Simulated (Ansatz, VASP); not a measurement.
# LiCl in VASP and in Ansatz

```
Li Cl
1.0
     0.00000    2.56476    2.69300
     2.56476    0.00000    2.69300
     2.56476    2.56476    0.00000
Li Cl
1 1
Direct
  0.00000 0.00000 0.00000
  0.50000 0.50000 0.50000
```

Change from the starting cell: strain +0.000 along x and y, +0.050 along z, atoms carried along.

Alike in both runs: task single point; functional r2SCAN; k mesh 8 × 8 × 8; occupations gaussian, width 0.05 eV; no spin polarisation.

|  | VASP | Ansatz |
| --- | --- | --- |
| version | VASP 6.6.1 | Ansatz 0.2.0 |
| potentials or method | VASP PAW PBE potentials, release 64 (Li_sv, Cl), cutoff 520 eV | scalar-relativistic, plane waves, PAW |
| valence electrons in the cell | 10 | 10 |

```csv
,VASP,Ansatz,Ansatz less VASP
gap on the k mesh at the Fermi level (eV),6.93,6.87,-0.066
least direct gap on the mesh (eV),6.93,6.87,-0.066
```

VASP's potentials were made for PBE, not for r2SCAN.

Noted on VASP's run: the cutoff is short for stress, so the pressure is rough.
